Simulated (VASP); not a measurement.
Write the native input for VASP 6.6.1 that does the following.

| Quantity | Value |
| --- | --- |
| Task | single point |
| Functional | PBEsol |
| Potentials or basis | VASP PAW PBE potentials, release 64 (Ti_sv, Al) |
| Cutoff | 500 eV |
| k mesh | 7 × 5 × 5 |
| Occupations | gaussian, width 0.4 eV |
| Spin | no spin polarisation |
| Dipole correction | no |
| Further INCAR settings | ALGO = Normal; EDIFF = 1e-06; NBANDS = 18 |

The structure of TiAl3 lies in POSCAR:

```
TiAl3
1.0
    2.8396770000      0.0000000000      0.0000000000
    0.0000000000      4.6812640000      0.0000000000
    0.0000000000      0.0000000000      4.9007420000
Ti Al
1 3
Direct
    0.0000000000      0.5000000000      0.1659160000
    0.5000000000      0.5000000000      0.6672710000
    0.5000000000      0.0000000000      0.3309120000
    0.0000000000      0.0000000000      0.8359000000
```

The input as run:

INCAR

```
SYSTEM = TiAl3
PREC = Accurate
ENCUT = 500
EDIFF = 1E-6
ISMEAR = 0
SIGMA = 0.4
LREAL = .False.
LASPH = .True.
NELM = 120
ALGO = Normal
ISIF = 2
LWAVE = .False.
LCHARG = .False.
GGA = PS
NBANDS = 18
GGA_COMPAT = .False.
```

KPOINTS

```
regular mesh
0
Gamma
  7 5 5
  0 0 0
```

Potentials or basis: VASP PAW PBE potentials, release 64 (Ti_sv, Al).

Launch:

```sh
$ cat potpaw_PBE.64/Ti_sv/POTCAR potpaw_PBE.64/Al/POTCAR > POTCAR
$ mpirun -np 1 vasp_std > vasp.out
```

It gave:

The pressure is -2.2 GPa. The largest force is 0.060 eV/Å and the band gap on the k mesh is zero (an odd number of electrons rules out a gap without spin polarisation).

Caveat: so wide a smearing shifts energies and pressures; the PAW data sets were made with another functional, which shifts forces and pressure a little.

Run time: 14 s on 1 thread of Intel(R) Xeon(R) 6975P-C (Granite Rapids), on a shared host, peak memory 0.19 GiB.
